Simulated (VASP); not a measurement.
# GaCo: single point with PBE

The system is GaCo.

```
Ga Co
1.0
     2.87800    0.00000    0.00000
     0.00000    2.87800    0.00000
     0.00000    0.00000    2.87800
Ga Co
1 1
Direct
  0.50000 0.50000 0.50000
  0.00000 0.00000 0.00000
```

| Quantity | Value |
| --- | --- |
| Program | VASP 6.6.1 |
| Task | single point |
| Functional | PBE |
| Potentials or basis | VASP PAW PBE potentials, release 64 (Ga_d, Co) |
| Cutoff | 520 eV |
| k mesh | 8 × 8 × 8 |
| Occupations | fermi-dirac, width 0.05 eV |
| Spin | collinear spin, ferromagnetic start |
| Starting moments | [0.0, 1.8] μB |
| Dipole correction | no |
| Further INCAR settings | ALGO = Normal; EDIFF = 1e-07; NBANDS = 22 |

| Quantity | Value |
| --- | --- |
| Pressure | 1.2 GPa |
| Net moment | 0.21 μB per cell |
| Site moments | Ga -0.01; Co +0.23 μB |
| Valence electrons inside the program's atomic spheres | Ga 11.79; Co 8.35 |

Levels at points of the mesh, in eV from the Fermi level:
Spin up:
```
           k point  band 9  band 10  band 11  band 12  band 13  band 14
(0.00, 0.00, 0.00)   -0.78    -0.78    -0.78     5.23     5.23     5.23
(0.50, 0.00, 0.00)   -1.78    -1.78    -0.77    -0.05    10.66    10.66
(0.50, 0.50, 0.00)   -2.57    -1.26    -1.26    -0.42     2.23     3.12
(0.50, 0.50, 0.50)   -0.39    -0.39     0.68     3.88     3.88     3.88
```
Spin down:
```
           k point  band 8  band 9  band 10  band 11  band 12  band 13  band 14  band 15
(0.00, 0.00, 0.00)   -2.36   -0.64    -0.64    -0.64     5.22     5.22     5.22    11.11
(0.50, 0.00, 0.00)   -2.12   -1.66    -1.66    -0.63     0.33    10.66    10.66    11.62
(0.50, 0.50, 0.00)   -3.12   -2.31    -1.13    -1.13     0.00     2.33     3.28    11.56
(0.50, 0.50, 0.50)   -4.04    0.04     0.04     0.67     3.87     3.87     3.87     4.83
```

Run time: 88 s on 1 thread of Intel Xeon 8259CL, with other jobs on the host, peak memory 0.17 GiB.
